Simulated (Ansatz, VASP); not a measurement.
# One calculation of NaH, two programs

File POSCAR:

```
NaH
1.0
   -0.1797773728      2.3970316378      2.2292394232
    2.3970316378     -0.1797773728      2.2292394232
    2.2172542650      2.2172542650      0.0000000000
Na H
1 1
Direct
    0.0000000000      0.0000000000      0.0000000000
    0.5000000000      0.5000000000      0.5000000000
```

INCAR.step1

```
SYSTEM = NaH
PREC = Accurate
ENCUT = 520
ISMEAR = -1
SIGMA = 0.2
LREAL = .False.
LASPH = .True.
NELM = 100
NBANDS = 11
GGA = PE
ALGO = Normal
EDIFF = 1E-4
LWAVE = .True.
LCHARG = .False.
```

Contents of INCAR.step2:

```
SYSTEM = NaH
PREC = Accurate
ENCUT = 520
EDIFF = 1E-6
ISMEAR = -1
SIGMA = 0.2
LREAL = .False.
LASPH = .True.
NELM = 100
ALGO = Normal
ISIF = 2
LWAVE = .False.
LCHARG = .False.
METAGGA = R2SCAN
LMIXTAU = .True.
NBANDS = 11
ISTART = 1
```

The input KPOINTS:

```
regular mesh
0
Gamma
  8 8 8
  0 0 0
```

Input for Ansatz:

```yaml
crystal:
  lattice:
    - [-0.1797773728, 2.3970316378, 2.2292394232]
    - [2.3970316378, -0.1797773728, 2.2292394232]
    - [2.217254265, 2.217254265, 0.0]
  atoms:
    - { symbol: Na, position: [0.0, 0.0, 0.0] }
    - { symbol: H, position: [0.5, 0.5, 0.5] }
basis:
  ecutwfc: 520.0
kpoints:
  mp_grid: { grid: [8, 8, 8] }
hamiltonian:
  xc: r2scan
scf:
  occupations: { method: fermi_dirac, width: 0.2 }
output:
  forces: true
  stress: true
  eigenvalues: true
```

Change from the starting cell: engineering shear strain xy -0.1500, normal strain along z -0.0700.

Alike in both runs: task single point; functional r2SCAN; k mesh 8 × 8 × 8; occupations fermi-dirac, width 0.2 eV; no spin polarisation.

|  | VASP | Ansatz |
| --- | --- | --- |
| version | VASP 6.6.1 | Ansatz 0.2.0 |
| potentials or method | VASP PAW PBE potentials, release 64 (Na_pv, H), cutoff 520 eV | scalar-relativistic, plane waves, PAW |
| valence electrons in the cell | 8 | 10 |

VASP gave:

| Item | Value |
| --- | --- |
| gap on the k mesh at the Fermi level (eV) | 3.98 |
| least direct gap on the mesh (eV) | 5.33 |
| pressure (GPa) | 2.2 |
| traceless stress, the component that is largest in VASP (GPa) | 3.54 |

Problem. Estimate Ansatz's values.

Solution. gap on the k mesh at the Fermi level (eV): 3.96; least direct gap on the mesh (eV): 5.34; pressure (GPa): 2.4; traceless stress, the component that is largest in VASP (GPa): 3.41.

VASP's potentials were made for PBE, not for r2SCAN. VASP's potentials hold 8 valence electrons a cell and Ansatz's 10, so a difference there can come from the potentials and not from the codes.
